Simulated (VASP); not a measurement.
Wanted: the native input for a VASP 6.6.1 run.

```
Task                   : single point
Functional             : PBEsol
Potentials or basis    : VASP PAW PBE potentials, release 64 (Ta_pv, C)
Cutoff                 : 520 eV
k mesh                 : 18 × 18 × 8
Occupations            : gaussian, width 0.1 eV
Spin                   : no spin polarisation
Dipole correction      : no
Further INCAR settings : ALGO = Normal; EDIFF = 1e-07; NBANDS = 20
```

The structure of Ta2C lies in POSCAR:

```
Ta2C
1.0
    3.0309395541      0.0000000000      0.0000000000
   -1.5154697771      2.6248706512      0.0000000000
    0.0000000000      0.0000000000      4.8243570864
Ta C
2 1
Direct
    0.3333333333      0.6666666667      0.2561654052
    0.6666666667      0.3333333333      0.7438345948
    0.0000000000      0.0000000000      0.0000000000
```

These files were run (other wordings do the same):

INCAR

```
PREC = Accurate
ENCUT = 520
EDIFF = 1E-7
ISMEAR = 0
SIGMA = 0.1
LREAL = F
LASPH = T
NELM = 80
ALGO = Normal
ISIF = 2
LWAVE = F
LCHARG = F
GGA = PS
NBANDS = 20
```

KPOINTS

```
regular mesh
0
Gamma
  18 18 8
```

Potentials or basis: VASP PAW PBE potentials, release 64 (Ta_pv, C).

Run with:

```bash
$ cat potpaw_PBE.64/Ta_pv/POTCAR potpaw_PBE.64/C/POTCAR > POTCAR
$ mpirun -np 1 vasp_std > vasp.out
```

Results of the run:

```yaml
Pressure: 19.9 GPa
Largest_force: 0.056 eV/Å
Band_gap_on_the_k_mesh: zero (bands 13 and 14 overlap by 0.87 eV)
```

Caveat: the cell stands under pressure; the PAW data sets were made with another functional, which shifts forces and pressure a little; spin-orbit coupling is left out, which moves the levels of the heavy elements.

Wall time 6.8 min on 1 thread of Intel Xeon 8259CL, with other jobs on the host, peak memory 0.27 GiB.
